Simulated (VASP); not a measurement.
Here is a VASP 6.6.1 calculation.

File INCAR:

```
SYSTEM = TiC
PREC = Accurate ; ENCUT = 600
EDIFF = 1E-7 ; ISMEAR = -1
SIGMA = 0.08 ; LREAL = .FALSE.
LASPH = .TRUE. ; NELM = 60
ALGO = Normal ; ISIF = 3
LWAVE = .FALSE. ; LCHARG = .FALSE.
GGA = PE ; IBRION = 2
NSW = 32 ; EDIFFG = -0.005
PSTRESS = 210.0
```

KPOINTS

```
regular mesh
0
G
  16 16 16
  0 0 0
```

Contents of POSCAR:

```
TiC
1.0
    0.0000000000      2.1147521342      2.1147521342
    2.1147521342      0.0000000000      2.1147521342
    2.1147521342      2.1147521342      0.0000000000
Ti C
1 1
Direct
    0.0000000000      0.0000000000      0.0000000000
    0.5000000000      0.5000000000      0.5000000000
```

Potentials or basis: VASP PAW PBE potentials, release 64 (Ti_sv, C).

Command:

```bash
$ cat potpaw_PBE.64/Ti_sv/POTCAR potpaw_PBE.64/C/POTCAR > POTCAR
$ mpirun -np 1 vasp_std > vasp.out
```

(1) Estimate the band gap on the k mesh.

## Answers

(1) zero (band 8 reaches 10.99 eV, above the bottom of band 9 at 9.85 eV).

Caveat: the relaxation stopped at its first step, so nothing moved; the cell is relaxed towards a set pressure, so the enthalpy falls and the energy may rise.
